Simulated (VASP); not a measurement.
# IrPt2 in VASP: a series of runs

The runs below take IrPt2 through single point, with PBE.

Program: VASP 6.6.1. These are calculated values, not measurements. Logs are shortened: lines on timing, memory, paths and dates and some standing lists are left out, and cuts for length are marked.

**1. The cell of the first run**

The typed cell holds 6 atoms: a = 2.793 Å, b = 4.822 Å, c = 6.793 Å, α = 90.00°, β = 90.00°, γ = 89.99°.

**2. Single point, PBE**

The input, INCAR:

```
SYSTEM = IrPt2
  PREC = Accurate
  ENCUT = 520
  EDIFF = 1E-6
  ISMEAR = 0
  SIGMA = 0.2
  LREAL = .False.
  LASPH = .True.
  NELM = 60
  ALGO = Fast
  ISIF = 2
  LWAVE = .False.
  LCHARG = .False.
  GGA = PE
  NBANDS = 38
```

The input, KPOINTS:

```
Automatic mesh
0
Gamma
  8 4 4
  0 0 0
```

The input, POSCAR:

```
IrPt2
1.0
    2.7933839359      0.0002276487      0.0000787782
    0.0002215738      4.8221904098     -0.0002665265
    0.0001902834     -0.0001542023      6.7930678883
Ir Pt
2 4
Direct
    0.0000037354      0.0000003841     -0.0000012027
    0.4999959567      0.4999998176      1.0000011108
    0.9998778177      0.3340825465      0.3287256865
    0.4998894527      0.8340818551      0.3287230970
    0.5001247519      0.1659166268      0.6712756072
    1.0001082855      0.6659187699      0.6712757013
```

Potentials or basis: VASP PAW PBE potentials, release 64 (Ir, Pt).

Run with:

```bash
> cat potpaw_PBE.64/Ir/POTCAR potpaw_PBE.64/Pt/POTCAR > POTCAR
> mpirun -np 1 vasp_std > vasp.out
```

OUTCAR:

```text
SYSTEM = IrPt2
   PREC = Accurate
   ENCUT = 520
   EDIFF = 1E-6
   ISMEAR = 0
   LREAL = .False.
   LASPH = .True.
   NELM = 60
   ISIF = 2
   GGA = PE

 ion  position               nearest neighbor table
   1  0.000  0.000  1.000-   5 2.75   4 2.75   4 2.75   5 2.75   6 2.75   3 2.75   2 2.79   2 2.79
                             2 2.79   2 2.79
   2  0.500  0.500  0.000-   3 2.75   6 2.75   6 2.75   3 2.75   4 2.75   5 2.75   1 2.79   1 2.79
                             1 2.79   1 2.79
   3  1.000  0.334  0.329-   2 2.75   2 2.75   1 2.75   4 2.79   4 2.79   4 2.79   4 2.79   6 2.82
                             5 2.83   5 2.83
   4  0.500  0.834  0.329-   1 2.75   1 2.75   2 2.75   3 2.79   3 2.79   3 2.79   3 2.79   5 2.82
                             6 2.83   6 2.83
   5  0.500  0.166  0.671-   1 2.75   1 2.75   2 2.75   6 2.79   6 2.79   6 2.79   6 2.79   4 2.82
                             3 2.83   3 2.83
   6  0.000  0.666  0.671-   2 2.75   2 2.75   1 2.75   5 2.79   5 2.79   5 2.79   5 2.79   3 2.82
                             4 2.83   4 2.83

  LATTYP: Found a triclinic cell.
 ALAT       =     2.7933839463
 B/A-ratio  =     3.1487142475
 C/A-ratio  =     1.7262898746
 COS(alpha) =     0.0000207311
 COS(beta)  =     0.0001274429
 COS(gamma) =     0.6352233133

  Lattice vectors:

 A1 = (  -2.7933839359,  -0.0002276487,  -0.0000787782)
 A2 = (  -5.5869581552,  -0.0003010951,  -6.7932254447)
 A3 = (  -0.0002215738,  -4.8221904098,   0.0002665265)

Analysis of symmetry for initial positions (statically):
=====================================================================
 Subroutine PRICEL returns:
 Original cell was already a primitive cell.

 Routine SETGRP: Setting up the symmetry group for a
 triclinic supercell.

 Subroutine GETGRP returns: Found  2 space group operations
 (whereof  1 operations were pure point group operations)
 out of a pool of  2 trial point group operations.

The static configuration has the point symmetry C_1 .
 The point group associated with its full space group is S_2 .

Analysis of symmetry for dynamics (positions and initial velocities):
=====================================================================
 Subroutine PRICEL returns:
 Original cell was already a primitive cell.

 Routine SETGRP: Setting up the symmetry group for a
 triclinic supercell.

 Subroutine GETGRP returns: Found  2 space group operations
 (whereof  1 operations were pure point group operations)
 out of a pool of  2 trial point group operations.

The dynamic configuration has the point symmetry C_1 .
 The point group associated with its full space group is S_2 .

 Subroutine INISYM returns: Found  2 space group operations
 (whereof  1 operations are pure point group operations),
 and found     1 'primitive' translations

----------------------------------------------------------------------------------------

                                     Primitive cell

  volume of cell :      91.5042

  direct lattice vectors                    reciprocal lattice vectors
     2.793383936  0.000227649  0.000078778     0.357988743 -0.000016450 -0.000010028
     0.000221574  4.822190410 -0.000266527    -0.000016900  0.207374641  0.000004708
     0.000190283 -0.000154202  6.793067888    -0.000004152  0.000008137  0.147208893

  length of vectors
     2.793383946  4.822190422  6.793067893     0.357988744  0.207374642  0.147208893

  position of ions in fractional coordinates (direct lattice)
     0.000003735  0.000000384  0.999998797
     0.499995957  0.499999818  0.000001111
     0.999877818  0.334082546  0.328725687
     0.499889453  0.834081855  0.328723097
     0.500124752  0.165916627  0.671275607
     0.000108285  0.665918770  0.671275701

  ion indices of the primitive-cell ions
   primitive index   ion index
                 1           1
                 2           2
                 3           3
                 4           4
                 5           5
                 6           6

----------------------------------------------------------------------------------------

 KPOINTS: Automatic mesh

Automatic generation of k-mesh.
 Grid dimensions read from file:
 generate k-points for:    8    4    4

 Generating k-lattice:

  Cartesian coordinates                     Fractional coordinates (reciprocal lattice)
     0.044748593 -0.000002056 -0.000001254     0.125000000 -0.000000000 -0.000000000
    -0.000004225  0.051843660  0.000001177    -0.000000000  0.250000000 -0.000000000
    -0.000001038  0.000002034  0.036802223     0.000000000  0.000000000  0.250000000

  Length of vectors
     0.044748593  0.051843660  0.036802223

  Shift w.r.t. Gamma in fractional coordinates (k-lattice)
     0.000000000  0.000000000  0.000000000

 Subroutine IBZKPT returns following result:
 ===========================================

 Found     68 irreducible k-points:

 Following reciprocal coordinates:
            Coordinates               Weight
  0.000000  0.000000  0.000000      1.000000
  0.125000 -0.000000  0.000000      2.000000
  0.250000 -0.000000  0.000000      2.000000
  0.375000 -0.000000  0.000000      2.000000
  0.500000 -0.000000  0.000000      1.000000
  0.000000  0.250000 -0.000000      2.000000
[... 16 lines left out ...]
  0.500000  0.000000  0.250000      2.000000
 -0.375000  0.000000  0.250000      2.000000
 [... further k-points ...]
   k-points           NKPTS =     68   k-points in BZ     NKDIM =     68   number of bands    NBANDS=     38
   number of dos      NEDOS =    301   number of ions     NIONS =      6
   total plane-waves  NPLWV =  46656
   dimension x,y,z NGX =    24 NGY =   36 NGZ =   54
   dimension x,y,z NGXF=    48 NGYF=   72 NGZF=  108
   ions per type =               2   4
   NGX,Y,Z   is equivalent  to a cutoff of  14.28, 12.41, 13.22 a.u.
   NGXF,Y,Z  is equivalent  to a cutoff of  28.57, 24.82, 26.43 a.u.
 SYSTEM =  IrPt2
   PREC   = accura    normal or accurate (medium, high low for compatibility)
   ISTART =      0    job   : 0-new  1-cont  2-samecut
   ICHARG =      2    charge: 1-file 2-atom 10-const
   ISPIN  =      1    spin polarized calculation?
   LNONCOLLINEAR =      F non collinear calculations
   LSORBIT =      F    spin-orbit coupling
   LASPH  =      T    aspherical Exc in radial PAW
   ENCUT  =  520.0 eV  38.22 Ry    6.18 a.u.   5.19  8.97 12.63*2*pi/ulx,y,z
   NELM   =     60;   NELMIN=  2; NELMDL= -5     # of ELM steps
   EDIFF  = 0.1E-05   stopping-criterion for ELM
   LREAL  =      F    real-space projection
   EDIFFG = 0.1E-04   stopping-criterion for IOM
   NSW    =      0    number of steps for IOM
   IBRION =     -1    ionic relax: 0-MD 1-quasi-New 2-CG
   NFREE  =      0    steps in history (QN), initial steepest desc. (CG)
   ISIF   =      2    stress and relaxation
   ISYM   =      2    0-nonsym 1-usesym 2-fastsym
   POTIM  = 0.5000    time-step for ionic-motion
   TEBEG  =    0.0;   TEEND  =   0.0 temperature during run
   PSTRESS=    0.0 pullay stress
   NELECT =      58.0000    total number of electrons
   NUPDOWN=      -1.0000    fix difference up-down
   EMIN   =  10.00;   EMAX   =-10.00  energy-range for DOS
   EFERMI =   0.00;   METHOD = LEGACY
   ISMEAR =     0;   SIGMA  =   0.20  broadening in eV -4-tet -1-fermi 0-gaus
   EFERMI_NEDOS =   21; number of points for ismear=-14 and -15
   IALGO  =     68    algorithm
   IMIX   =      4    mixing-type and parameters
     AMIX     =   0.40;   BMIX     =  1.00
     AMIX_MAG =   1.60;   BMIX_MAG =  1.00
  volume/ion in A,a.u.               =      15.25       102.92
  Fermi-wavevector in a.u.,A,eV,Ry     =   1.406276  2.657476 26.907041  1.977612
  Thomas-Fermi vector in A             =   2.528653
   LORBIT       =      0    0 simple, 1 ext, 2 COOP (PROOUT), +10 PAW based schemes
   GGA     = PE    functional components
   LHFCALC =     F    Hartree Fock is set to
   AEXX    =    0.0000 exact exchange contribution
   IVDW    =     0    specifies the selected vdW correction
   LEPSILON=     F    determine dielectric tensor
   LRPA    =     F    only Hartree local field effects (RPA)
 non-spin polarized calculation
 RMM-DIIS sequential band-by-band and
 Gauss-broadening in eV      SIGMA  =   0.20
  energy-cutoff  :      520.00
  volume of cell :       91.50
 maximum number of plane-waves:      2492
 NGX is ok and might be reduce to    24

 number of electron      57.9999995 magnetization

 Free energy of the ion-electron system (eV)
  ---------------------------------------------------
  ext. energy  EPLUGINS =         0.00000000
  ---------------------------------------------------
  free energy    TOTEN  =       -41.85965516 eV

  energy without entropy =      -41.67416870  energy(sigma->0) =      -41.76691193

 E-fermi :  10.4638     XC(G=0): -13.4649

 val. band max:       10.4587080541   @ k =   0.0000   0.0000   0.0000
 cond. band min:      10.4689738956   @ k =   0.3750  -0.0000   0.0000
 fundamental gap:      0.0102658415
 Fermi energy:        10.4638254381

 k-point     1 :       0.0000    0.0000    0.0000
  band No.  band energies     occupation
      1       0.2440      2.00000
      2       2.9826      2.00000
      3       3.0247      2.00000
      4       3.4071      2.00000
      5       3.8666      2.00000
      6       3.9272      2.00000
[... 30 lines left out ...]
     37      16.6510      0.00000
     38      17.3617      0.00000

 k-point     2 :       0.1250   -0.0000    0.0000
  band No.  band energies     occupation
      1       0.6544      2.00000
      2       3.3645      2.00000
      3       3.4173      2.00000
      4       3.6697      2.00000
      5       4.1625      2.00000
      6       4.2801      2.00000
[... 30 lines left out ...]
     37      17.0434      0.00000
     38      17.6062      0.00000

 k-point     3 :       0.2500   -0.0000    0.0000
  band No.  band energies     occupation
      1       1.7796      2.00000
      2       4.2035      2.00000
      3       4.2782      2.00000
      4       4.3527      2.00000
      5       4.7365      2.00000
      6       4.7672      2.00000
[... 30 lines left out ...]
     37      17.2384      0.00000
[... 781 lines left out ...]
 k-point    23 :       0.5000    0.0000    0.2500
  band No.  band energies     occupation
      1       4.2207      2.00000
      2       4.2208      2.00000
      3       4.5104      2.00000
      4       4.5105      2.00000
      5       4.7669      2.00000
      6       4.7669      2.00000
[... 30 lines left out ...]
     37      17.7889      0.00000
     38      17.9075      0.00000

 k-point    24 :      -0.3750    0.0000    0.2500
  band No.  band energies     occupation
      1       3.3883      2.00000
      2       4.1188      2.00000
      3       4.5831      2.00000
      4       4.7814      2.00000
      5       4.8979      2.00000
      6       5.0123      2.00000
[... 30 lines left out ...]
     37      16.7803      0.00000
     38      18.4048      0.00000

 [... further k-points ...]
[... 5 lines left out ...]
  --------------------------------------------------------------------------------------
  -------------------------------------------------------------------------------------
  Total       -0.2113579     -0.1713504     -0.0719443     -0.0068610      0.0112887      0.0014815
  in kB       -3.7007362     -3.0002308     -1.2596961     -0.1201308      0.1976580      0.0259400
  external PRESSURE =      -2.6535544 kB  Pullay stress =       0.0000000 kB

 VOLUME and BASIS-vectors are now :
 -----------------------------------------------------------------------------
  energy-cutoff  :      520.00
  volume of cell :       91.50
      direct lattice vectors                 reciprocal lattice vectors
     2.793383936  0.000227649  0.000078778     0.357988743 -0.000016450 -0.000010028
     0.000221574  4.822190410 -0.000266527    -0.000016900  0.207374641  0.000004708
     0.000190283 -0.000154202  6.793067888    -0.000004152  0.000008137  0.147208893

 POSITION                                       TOTAL-FORCE (eV/Angst)
 -----------------------------------------------------------------------------------
      0.00020     -0.00015      6.79306        -0.000029      0.000017      0.000085
      1.39679      2.41121     -0.00009         0.000029     -0.000017     -0.000085
      2.79318      1.61119      2.23305         0.001443      0.003688      0.021622
      1.39663      4.02216      2.23286         0.001078      0.003865      0.021701
      1.39720      0.80009      4.56002        -0.001443     -0.003688     -0.021622
      0.00058      3.21108      4.55984        -0.001078     -0.003865     -0.021701
 -----------------------------------------------------------------------------------
    total drift:                               -0.000526      0.000594     -0.000418

  FREE ENERGIE OF THE ION-ELECTRON SYSTEM (eV)
  ---------------------------------------------------
  free  energy   TOTEN  =       -41.8596551613 eV

  energy  without entropy=      -41.6741687023  energy(sigma->0) =      -41.76691193
```

It took 1.8 min on 1 thread of Intel Xeon 6975P-C (Granite Rapids), shared host; peak memory 0.34 GiB.

Results:

| Quantity | Value |
| --- | --- |
| Free energy | -41.8597 eV |
| Pressure | -0.3 GPa |
| Largest force | 0.022 eV/Å |
| Band gap on the k mesh | zero (band 29 reaches 11.52 eV, above the bottom of band 30 at 9.57 eV) |

Forces on the atoms (eV/Å):
```
Ir   0.000  0.000  0.000
Ir   0.000  0.000  0.000
Pt   0.001  0.004  0.022
Pt   0.001  0.004  0.022
Pt  -0.001 -0.004 -0.022
Pt  -0.001 -0.004 -0.022
```

Levels at points of the mesh, in eV from the Fermi level:
| k point | band 25 | band 26 | band 27 | band 28 | band 29 | band 30 | band 31 | band 32 | band 33 | band 34 |
| --- | --- | --- | --- | --- | --- | --- | --- | --- | --- | --- |
| (0.00, 0.00, 0.00) | -1.09 | -1.07 | -0.25 | -0.24 | -0.04 | -0.01 | 0.46 | 0.64 | 1.07 | 1.74 |
| (0.50, 0.00, 0.00) | -1.33 | -1.33 | -0.06 | -0.06 | 0.35 | 0.35 | 2.01 | 2.01 | 4.58 | 4.58 |
| (0.00, 0.50, 0.00) | -1.75 | -1.75 | -1.66 | -1.66 | -0.89 | -0.89 | 0.30 | 0.30 | 0.83 | 0.83 |
| (0.50, 0.50, 0.00) | 0.46 | 0.46 | 0.63 | 0.63 | 1.06 | 1.06 | 1.71 | 1.71 | 2.33 | 2.33 |
| (0.00, 0.00, 0.50) | -1.43 | -0.65 | -0.51 | -0.47 | -0.03 | 0.09 | 0.21 | 0.32 | 0.33 | 1.02 |
| (0.50, 0.00, 0.50) | -0.16 | -0.16 | 0.03 | 0.03 | 0.65 | 0.65 | 1.94 | 1.94 | 2.45 | 2.45 |
| (0.00, 0.50, 0.50) | -1.97 | -1.97 | -1.64 | -1.64 | -0.65 | -0.65 | -0.43 | -0.43 | 0.07 | 0.07 |
| (0.50, 0.50, 0.50) | -0.03 | -0.03 | 0.08 | 0.08 | 0.20 | 0.20 | 1.01 | 1.01 | 2.92 | 2.92 |

Caveat: spin-orbit coupling is left out, which moves the levels of the heavy elements.

**3. Single point, PBE, collinear spin, ferromagnetic start**

This run uses another cell than the first one: it holds 3 atoms, not 6.

The input, INCAR:

```
PREC = Accurate
ENCUT = 520
EDIFF = 1E-6
ISMEAR = 0
SIGMA = 0.1
LREAL = False
LASPH = True
NELM = 150
ALGO = Fast
ISIF = 2
LWAVE = False
LCHARG = False
ISPIN = 2
MAGMOM = 0.43 0.13 0.13
LORBIT = 11
LMAXMIX = 4
GGA = PE
NBANDS = 26
```

The input, KPOINTS:

```
regular mesh
0
Gamma
  12 12 6
```

The input, POSCAR:

```
IrPt2
1.0
    2.7953254670      0.0000000000      0.0000000000
   -1.3976627335      2.4208228662      0.0000000000
    0.0000000000      0.0000000000      6.7642017919
Ir Pt
1 2
Direct
    0.0000000000      0.0000000000      0.0000000000
    0.3333333333      0.6666666667      0.3284312873
    0.6666666667      0.3333333333      0.6715687127
```

Potentials or basis: VASP PAW PBE potentials, release 64 (Ir, Pt).

Run with:

```bash
> cat potpaw_PBE.64/Ir/POTCAR potpaw_PBE.64/Pt/POTCAR > POTCAR
> mpirun -np 1 vasp_std > vasp.out
```

OUTCAR:

```text
PREC = Accurate
   ENCUT = 520
   EDIFF = 1E-6
   ISMEAR = 0
   LREAL = False
   LASPH = True
   NELM = 150
   ISIF = 2
   ISPIN = 2
   LORBIT = 11
   GGA = PE

 ion  position               nearest neighbor table
   1  0.000  0.000  0.000-   2 2.75   3 2.75   2 2.75   3 2.75   3 2.75   2 2.75
   2  0.333  0.667  0.328-   1 2.75   1 2.75   1 2.75   3 2.83   3 2.83   3 2.83
   3  0.667  0.333  0.672-   1 2.75   1 2.75   1 2.75   2 2.83   2 2.83   2 2.83

  LATTYP: Found a hexagonal cell.
 ALAT       =     2.7953254670
 C/A-ratio  =     2.4198261962

  Lattice vectors:

[... 1615 lines left out ...]
  energy-cutoff  :      520.00
  volume of cell :       45.77
      direct lattice vectors                 reciprocal lattice vectors
     2.795325467  0.000000000  0.000000000     0.357740096  0.206541341  0.000000000
    -1.397662734  2.420822866  0.000000000     0.000000000  0.413082681  0.000000000
     0.000000000  0.000000000  6.764201792     0.000000000  0.000000000  0.147837103

 POSITION                                       TOTAL-FORCE (eV/Angst)
 -----------------------------------------------------------------------------------
      0.00000      0.00000      0.00000        -0.000000      0.000000      0.000000
     -0.00000      1.61388      2.22158         0.000000     -0.000000      0.025800
      1.39766      0.80694      4.54263        -0.000000      0.000000     -0.025800
 -----------------------------------------------------------------------------------
    total drift:                                0.000000     -0.000000      0.000000

  FREE ENERGIE OF THE ION-ELECTRON SYSTEM (eV)
  ---------------------------------------------------
  free  energy   TOTEN  =       -20.8785147794 eV

  energy  without entropy=      -20.8497022600  energy(sigma->0) =      -20.86410852

 total charge

# of ion       s       p       d       tot
------------------------------------------
    1        0.625   0.619   6.910   8.154
    2        0.639   0.616   8.021   9.276
    3        0.639   0.616   8.021   9.276
--------------------------------------------------
tot          1.904   1.850  22.952  26.706

 magnetization (x)

# of ion       s       p       d       tot
------------------------------------------
    1        0.000   0.000   0.001   0.001
    2       -0.000   0.000   0.001   0.001
    3       -0.000   0.000   0.001   0.001
--------------------------------------------------
tot          0.000   0.000   0.003   0.003
```

OSZICAR:

```text
N       E                     dE             d eps       ncg     rms          rms(c)
DAV:   1     0.199056559002E+03    0.19906E+03   -0.13495E+04 10456   0.106E+03
DAV:   2    -0.154448809249E+02   -0.21450E+03   -0.19317E+03 10652   0.272E+02
DAV:   3    -0.221332621660E+02   -0.66884E+01   -0.65204E+01 12686   0.545E+01
DAV:   4    -0.222194858505E+02   -0.86224E-01   -0.86164E-01 12022   0.570E+00
DAV:   5    -0.222218789102E+02   -0.23931E-02   -0.23930E-02 12580   0.103E+00    0.217E+01
RMM:   6    -0.210277963553E+02    0.11941E+01   -0.14407E+00 10516   0.849E+00    0.104E+01
RMM:   7    -0.209139693703E+02    0.11383E+00   -0.71174E-01 10830   0.496E+00    0.383E+00
RMM:   8    -0.209378877034E+02   -0.23918E-01   -0.79455E-02 11528   0.245E+00    0.366E+00
RMM:   9    -0.208868242745E+02    0.51063E-01   -0.26401E-02 10933   0.109E+00    0.943E-01
RMM:  10    -0.208787569672E+02    0.80673E-02   -0.73315E-03 11389   0.739E-01    0.340E-01
RMM:  11    -0.208785423210E+02    0.21465E-03   -0.76241E-04 12537   0.189E-01    0.149E-01
RMM:  12    -0.208785218459E+02    0.20475E-04   -0.19910E-04 12414   0.815E-02    0.873E-02
RMM:  13    -0.208785132790E+02    0.85669E-05   -0.50241E-05 13092   0.493E-02    0.264E-02
RMM:  14    -0.208785141950E+02   -0.91592E-06   -0.14609E-05 11633   0.203E-02    0.121E-02
RMM:  15    -0.208785147794E+02   -0.58441E-06   -0.26096E-06  9176   0.967E-03
   1 F= -.20878515E+02 E0= -.20864109E+02  d E =-.288125E-01  mag=     0.0030
```

stdout:

```text
POSCAR found type information on POSCAR IrPt
 POSCAR found :  2 types and       3 ions
 scaLAPACK will be used
 LDA part: xc-table for (Slater+PW92), standard interpolation
 POSCAR, INCAR and KPOINTS ok, starting setup
 FFT: planning ... GRIDC
 FFT: planning ... GRID_SOFT
 FFT: planning ... GRID
 WAVECAR not read
 entering main loop
```

It took 1.8 min on 1 thread of Intel Xeon 6975P-C (Granite Rapids), shared host; peak memory 0.32 GiB.

Results:

```yaml
Free_energy: -20.8785 eV
Pressure: -0.2 GPa
Largest_force: 0.026 eV/Å
Net_moment: 0.00 μB per cell
Valence_electrons_inside_the_program's_atomic_spheres: Ir 8.15; Pt 9.28
```

Forces in eV/Å, atoms in the order of the input:
```
Ir   0.000  0.000  0.000
Pt   0.000  0.000  0.026
Pt   0.000  0.000 -0.026
```

Stress tensor (GPa, compression positive):
```
-0.27  0.00  0.00
 0.00 -0.27  0.00
 0.00  0.00 -0.16
```

Caveat: spin-orbit coupling is left out, which moves the levels of the heavy elements.
